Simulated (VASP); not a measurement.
Input of a VASP 6.6.1 run:

POSCAR

```
CdAu
1.0
    3.3609572800      0.0000000000      0.0000000000
    0.0000000000      3.3609572800      0.0000000000
    0.0000000000      0.0000000000      3.3609572800
Cd Au
1 1
Direct
    0.0000000000      0.0000000000      0.0000000000
    0.5000000000      0.5000000000      0.5000000000
```

The input INCAR.step1:

```
SYSTEM = CdAu
PREC = Accurate
ENCUT = 600
ISMEAR = -1
SIGMA = 0.05
LREAL = .FALSE.
LASPH = .TRUE.
NELM = 100
GGA = PE
ALGO = Normal
EDIFF = 1E-4
LWAVE = .TRUE.
LCHARG = .FALSE.
```

INCAR.step2

```
SYSTEM = CdAu
PREC = Accurate
ENCUT = 600
EDIFF = 1E-6
ISMEAR = -1
SIGMA = 0.05
LREAL = .FALSE.
LASPH = .TRUE.
NELM = 100
ALGO = Normal
ISIF = 3
LWAVE = .FALSE.
LCHARG = .FALSE.
METAGGA = R2SCAN
LMIXTAU = .TRUE.
IBRION = 2
NSW = 100
EDIFFG = -0.005
ISTART = 1
```

File KPOINTS:

```
Automatic mesh
0
G
  10 10 10
  0 0 0
```

Potentials or basis: VASP PAW PBE potentials, release 64 (Cd, Au).

The run is started by

```bash
$ cat potpaw_PBE.64/Cd/POTCAR potpaw_PBE.64/Au/POTCAR > POTCAR
$ cp INCAR.step1 INCAR
$ mpirun -np 1 vasp_std > vasp.out
$ cp INCAR.step2 INCAR
$ mpirun -np 1 vasp_std > vasp.out
```

Task: What does it give for the space group after relaxing (to 0.05 Å)?

Result: Pm-3m (No. 221).

Task: Estimate the relaxed cell.

Result: a = 3.358 Å, b = 3.358 Å, c = 3.358 Å, α = 90.00°, β = 90.00°, γ = 90.00°.

Task: What does it give for the relaxed volume?

Result: 18.92 Å³/atom.

The path:
```tsv
step	energy change (eV)	largest force (eV/Å)	pressure (GPa)	volume (Å³)
1	0.0000	0.0000	-0.30	37.97
2	0.0000	0.0000	0.29	37.77
3	-0.0001	0.0000	0.00	37.85
```

Caveat: the PAW data sets were made with another functional, which shifts forces and pressure a little.
